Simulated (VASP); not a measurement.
Input of a VASP 6.6.1 run:

File POSCAR:

```
InSb
1.0
    0.0000000000      3.2780072950      3.2780072950
    3.2780072950      0.0000000000      3.2780072950
    3.2780072950      3.2780072950      0.0000000000
In Sb
1 1
Direct
    0.0000000000      0.0000000000      0.0000000000
    0.7500000000      0.7500000000      0.7500000000
```

File INCAR.step1:

```
  PREC = Accurate
  ENCUT = 600
  ISMEAR = -1
  SIGMA = 0.1
  LREAL = False
  LASPH = True
  NELM = 100
  GGA = PE
  ALGO = Normal
  EDIFF = 1E-4
  LWAVE = True
  LCHARG = False
```

The input INCAR.step2:

```
  PREC = Accurate
  ENCUT = 600
  EDIFF = 1E-6
  ISMEAR = -1
  SIGMA = 0.1
  LREAL = False
  LASPH = True
  NELM = 100
  ALGO = Normal
  ISIF = 3
  LWAVE = False
  LCHARG = False
  METAGGA = R2SCAN
  LMIXTAU = True
  IBRION = 2
  NSW = 100
  EDIFFG = -0.002
  PSTRESS = 150.0
  ISTART = 1
```

Contents of KPOINTS:

```
Automatic mesh
0
Gamma
  12 12 12
```

Potentials or basis: VASP PAW PBE potentials, release 64 (In_d, Sb).

The run is started by

```sh
$ cat potpaw_PBE.64/In_d/POTCAR potpaw_PBE.64/Sb/POTCAR > POTCAR
$ cp INCAR.step1 INCAR
$ mpirun -np 1 vasp_std > vasp.out
$ cp INCAR.step2 INCAR
$ mpirun -np 1 vasp_std > vasp.out
```

(1) Estimate the band gap on the k mesh.

(2) Predict the relaxed cell.

(3) Predict the space group after relaxing (to 0.1 Å).

## Answers

(1) 1.14 eV (least direct gap 1.34 eV).

(2) a = 4.324 Å, b = 4.324 Å, c = 4.324 Å, α = 60.00°, β = 60.00°, γ = 60.00°.

(3) F-43m (No. 216).

Caveat: the cell is relaxed towards a set pressure, so the run minimises the enthalpy, not the energy; spin-orbit coupling is left out, which moves the levels of the heavy elements.
